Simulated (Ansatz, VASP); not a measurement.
**Two plane-wave programs on CuAs**

File INCAR:

```
PREC = Accurate
ENCUT = 520
EDIFF = 1E-6
ISMEAR = 0
SIGMA = 0.15
LREAL = F
LASPH = T
NELM = 100
ALGO = Normal
ISIF = 2
LWAVE = F
LCHARG = T
LELF = T
LVHAR = T
NBANDS = 24
```

The input KPOINTS:

```
Automatic mesh
0
Gamma
  12 12 8
```

File POSCAR:

```
CuAs
1.0
    3.7796846230      0.0000000000      0.0000000000
   -1.8898423115      3.2733029018      0.0000000000
    0.0000000000      0.0000000000      5.2467000000
Cu As
2 2
Direct
    0.0000000000      0.0000000000      0.5000000000
    0.0000000000      0.0000000000      0.0000000000
    0.6666666667      0.3333333333      0.7500000000
    0.3333333333      0.6666666667      0.2500000000
```

Input for Ansatz:

```yaml
crystal:
  lattice:
    - [3.779684623, 0.0, 0.0]
    - [-1.8898423115, 3.2733029018, 0.0]
    - [0.0, 0.0, 5.2467]
  atoms:
    - { symbol: Cu, position: [0.0, 0.0, 0.5] }
    - { symbol: Cu, position: [0.0, 0.0, 0.0] }
    - { symbol: As, position: [0.6666666667, 0.3333333333, 0.75] }
    - { symbol: As, position: [0.3333333333, 0.6666666667, 0.25] }
basis:
  ecutwfc: 520.0
kpoints:
  mp_grid: { grid: [12, 12, 8] }
hamiltonian:
  xc: lda
scf:
  occupations: { method: gaussian, width: 0.15 }
output:
  forces: true
  stress: true
  eigenvalues: true
```

Alike in both runs: task single point; functional LDA; k mesh 12 × 12 × 8; occupations gaussian, width 0.15 eV; no spin polarisation.

|  | VASP | Ansatz |
| --- | --- | --- |
| version | VASP 6.6.1 | Ansatz 0.2.0 |
| potentials or method | VASP PAW LDA potentials, release 64 (Cu, As), cutoff 520 eV | scalar-relativistic, plane waves, PAW |
| valence electrons in the cell | 32 | 68 |

Ansatz gave:

- gap on the k mesh at the Fermi level (eV): none
- pressure (GPa): -8.0
- traceless stress, the component that is largest in VASP (GPa): -4.36

Q: Which values does VASP return?

A: gap on the k mesh at the Fermi level (eV): none; pressure (GPa): -7.7; traceless stress, the component that is largest in VASP (GPa): -4.30.

LDA's correlation is that of Perdew and Zunger in VASP and of Perdew and Wang (1992) in Ansatz. A gap of «none» marks a metal or a gap that the smearing closes. VASP's potentials hold 32 valence electrons a cell and Ansatz's 68, so a difference there can come from the potentials and not from the codes.
